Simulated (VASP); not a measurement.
# FeO (Wuestite) (Fm-3m) in VASP: a series of runs, part 2 of 2

VASP 6.6.1.

## 6. Single point, BLYP+D4, collinear spin, ferromagnetic start

This run uses another cell than the first one, of 10.61 Å³/atom, 1.039 times its volume.

Input file INCAR:

```
SYSTEM = FeO
  AGGAC = 1.0
  AGGAX = 1.0
  ALDAC = 0.0
  ALDAX = 1.0
  ALGO = Normal
  EDIFF = 1E-7
  ENCUT = 520
  GGA = B5
  ISIF = 2
  ISMEAR = -1
  ISPIN = 2
  IVDW = 13
  LASPH = .True.
  LCHARG = .True.
  LELF = .True.
  LMAXMIX = 4
  LORBIT = 11
  LREAL = .False.
  LVHAR = .True.
  LWAVE = .False.
  MAGMOM = 3 0
  NBANDS = 18
  NELM = 150
  PREC = Accurate
  SIGMA = 0.05
  VDW_A1 = 0.44488865
  VDW_A2 = 4.0933009
  VDW_S6 = 1.0
  VDW_S8 = 2.34076671
```

Input file KPOINTS:

```
k-points
0
Gamma
  11 11 11
  0 0 0
```

Input file POSCAR:

```
FeO
1.0
    0.0000000000      2.1976734774      2.1976734774
    2.1976734774      0.0000000000      2.1976734774
    2.1976734774      2.1976734774      0.0000000000
Fe O
1 1
Direct
    0.0000000000      0.0000000000      0.0000000000
    0.5000000000      0.5000000000      0.5000000000
```

Potentials or basis: VASP PAW PBE potentials, release 64 (Fe, O).

Run with:

```
> cat potpaw_PBE.64/Fe/POTCAR potpaw_PBE.64/O/POTCAR > POTCAR
> mpirun -np 1 vasp_std > vasp.out
```

OUTCAR:

```text
SYSTEM = FeO
   EDIFF = 1E-7
   ENCUT = 520
   GGA = B5
   ISIF = 2
   ISMEAR = -1
   ISPIN = 2
   IVDW = 13
   LASPH = .True.
   LORBIT = 11
   LREAL = .False.
   NELM = 150
   PREC = Accurate

 ion  position               nearest neighbor table
   1  0.000  0.000  0.000-   2 2.20   2 2.20   2 2.20   2 2.20   2 2.20   2 2.20
   2  0.500  0.500  0.500-   1 2.20   1 2.20   1 2.20   1 2.20   1 2.20   1 2.20

  LATTYP: Found a face centered cubic cell.
 ALAT       =     4.3953469548

  Lattice vectors:

 A1 = (   0.0000000000,   2.1976734774,   2.1976734774)
 A2 = (   2.1976734774,   0.0000000000,   2.1976734774)
 A3 = (   2.1976734774,   2.1976734774,   0.0000000000)

[... 1223 lines left out ...]

 VOLUME and BASIS-vectors are now :
 -----------------------------------------------------------------------------
  energy-cutoff  :      520.00
  volume of cell :       21.23
      direct lattice vectors                 reciprocal lattice vectors
     0.000000000  2.197673477  2.197673477    -0.227513325  0.227513325  0.227513325
     2.197673477  0.000000000  2.197673477     0.227513325 -0.227513325  0.227513325
     2.197673477  2.197673477  0.000000000     0.227513325  0.227513325 -0.227513325

 POSITION                                       TOTAL-FORCE (eV/Angst)
 -----------------------------------------------------------------------------------
      0.00000      0.00000      0.00000         0.000000     -0.000000      0.000000
      2.19767      2.19767      2.19767        -0.000000      0.000000      0.000000
 -----------------------------------------------------------------------------------
    total drift:                                0.000000     -0.000000      0.000000

  FREE ENERGIE OF THE ION-ELECTRON SYSTEM (eV)
  ---------------------------------------------------
  free  energy   TOTEN  =       -15.1140203734 eV

  energy  without entropy=      -15.1004177849  energy(sigma->0) =      -15.10721908

 total charge

# of ion       s       p       d       tot
------------------------------------------
    1        0.269   0.314   6.086   6.669
    2        1.548   3.430   0.000   4.979
--------------------------------------------------
tot          1.817   3.745   6.086  11.648

 magnetization (x)

# of ion       s       p       d       tot
------------------------------------------
    1        0.022   0.016   3.564   3.603
    2        0.028   0.283   0.000   0.312
--------------------------------------------------
tot          0.051   0.299   3.564   3.914
```

OSZICAR:

```text
N       E                     dE             d eps       ncg     rms          rms(c)
DAV:   1     0.720258830774E+02    0.72026E+02   -0.66592E+03  4280   0.886E+02
DAV:   2    -0.119117276462E+02   -0.83938E+02   -0.71232E+02  4130   0.204E+02
DAV:   3    -0.166073424734E+02   -0.46956E+01   -0.45707E+01  4750   0.526E+01
DAV:   4    -0.166420974405E+02   -0.34755E-01   -0.34739E-01  4722   0.435E+00
DAV:   5    -0.166423606969E+02   -0.26326E-03   -0.26325E-03  4930   0.395E-01    0.174E+01
DAV:   6    -0.146014785947E+02    0.20409E+01   -0.17201E+01  5516   0.549E+01    0.199E+01
DAV:   7    -0.139410879667E+02    0.66039E+00   -0.38262E+00  5350   0.357E+01    0.862E+00
DAV:   8    -0.139104102371E+02    0.30678E-01   -0.22601E-01  5212   0.500E+00    0.484E+00
DAV:   9    -0.139035746824E+02    0.68356E-02   -0.12734E-01  6492   0.540E+00    0.139E+00
DAV:  10    -0.138900500554E+02    0.13525E-01   -0.43830E-02  6086   0.407E+00    0.169E-01
DAV:  11    -0.138905914134E+02   -0.54136E-03   -0.38784E-03  4856   0.525E-01    0.978E-02
DAV:  12    -0.138905837125E+02    0.77009E-05   -0.86778E-05  5958   0.137E-01    0.497E-02
DAV:  13    -0.138906180930E+02   -0.34381E-04   -0.62643E-05  5082   0.783E-02    0.151E-02
DAV:  14    -0.138906185007E+02   -0.40768E-06   -0.43788E-06  5180   0.217E-02    0.880E-03
DAV:  15    -0.138906190357E+02   -0.53497E-06   -0.23874E-06  4734   0.132E-02    0.651E-03
DAV:  16    -0.138906190270E+02    0.86711E-08   -0.13375E-06  5944   0.174E-02    0.191E-03
DAV:  17    -0.138906189264E+02    0.10061E-06   -0.16002E-07  3176   0.399E-03    0.123E-03
DAV:  18    -0.138906188877E+02    0.38647E-07   -0.28434E-08  2216   0.202E-03
   1 F= -.15114020E+02 E0= -.15107219E+02  d E =-.136026E-01  mag=     4.0000
```

stdout:

```text
POSCAR found type information on POSCAR FeO
 POSCAR found :  2 types and       2 ions
 scaLAPACK will be used
 -----------------------------------------------------------------------------
|                                                                             |
|                                                                             |
|     You enforced a specific xc type in the INCAR file but a different       |
|     I HOPE YOU KNOW WHAT YOU ARE DOING!                                     |
|                                                                             |
 -----------------------------------------------------------------------------

 LDA part: xc-table for (Slater(with rela. corr.)+VWN5), standard interpolation
 POSCAR, INCAR and KPOINTS ok, starting setup
 FFT: planning ... GRIDC
 FFT: planning ... GRID_SOFT
 FFT: planning ... GRID
 WAVECAR not read
 entering main loop
```

Run time: 69 s. Hardware: 1 thread of Intel Xeon Platinum 8259CL at 2.50GHz (Skylake/Cascade Lake), shared host; peak memory 0.17 GiB.

What came out:

- Free energy: -15.1140 eV
- Pressure: -11.1 GPa
- Band gap on the k mesh: zero (filled and empty bands overlap)
- Net moment: 4.00 μB per cell
- Site moments: Fe +3.60; O +0.31 μB
- Valence electrons inside the program's atomic spheres: Fe 6.67; O 4.98
- Dispersion energy per atom: -0.612 eV

Caveat: the PAW data sets were made with another functional, which shifts forces and pressure a little; a cell with one magnetic atom can't hold antiferromagnetic order, which such compounds often take; semilocal functionals often make such compounds metallic where correlation or magnetic order opens a gap, which also shifts bond lengths; pairwise dispersion overbinds metals, which lowers pressure and volume. With open d or f shells a metallic result of BLYP can be an artefact of self-interaction; +U or a hybrid may open a gap.

## 7. Overview

| level | potentials or basis | cell | gap on the mesh (eV) | pressure (GPa) | moment (μB) |
| --- | --- | --- | --- | --- | --- |
| BLYP+D4 | VASP PAW PBE potentials, release 64 (Fe, O) | a = 3.068 Å, angles 60.0°, 2 atoms | none | -5.3 | 4.00 |
| LDA | VASP PAW LDA potentials, release 64 (Fe, O) | a = 3.068 Å, angles 60.0°, 2 atoms | none | -18.4 | 4.00 |
| BLYP+D4 | VASP PAW PBE potentials, release 64 (Fe, O) | a = 3.088 Å, angles 60.0°, 2 atoms | none | -8.3 | 4.00 |
| LDA | VASP PAW LDA potentials, release 64 (Fe, O) | a = 3.088 Å, angles 60.0°, 2 atoms | none | -21.1 | 4.00 |
| BLYP+D4 | VASP PAW PBE potentials, release 64 (Fe, O) | a = 3.108 Å, angles 60.0°, 2 atoms | none | -11.1 | 4.00 |

Alike in all rows: task single point; spin collinear, ferromagnetic start; k mesh 11 × 11 × 11; cutoff (eV) 520; smearing fermi-dirac 0.05 eV.

Caveats: a cell with one magnetic atom can't hold antiferromagnetic order, which such compounds often take; semilocal functionals often make such compounds metallic where correlation or magnetic order opens a gap, which also shifts bond lengths; the PAW data sets were made with another functional, which shifts forces and pressure a little (some runs); pairwise dispersion overbinds metals, which lowers pressure and volume (some runs).

Absolute energies hang on the potentials; compare differences alone.
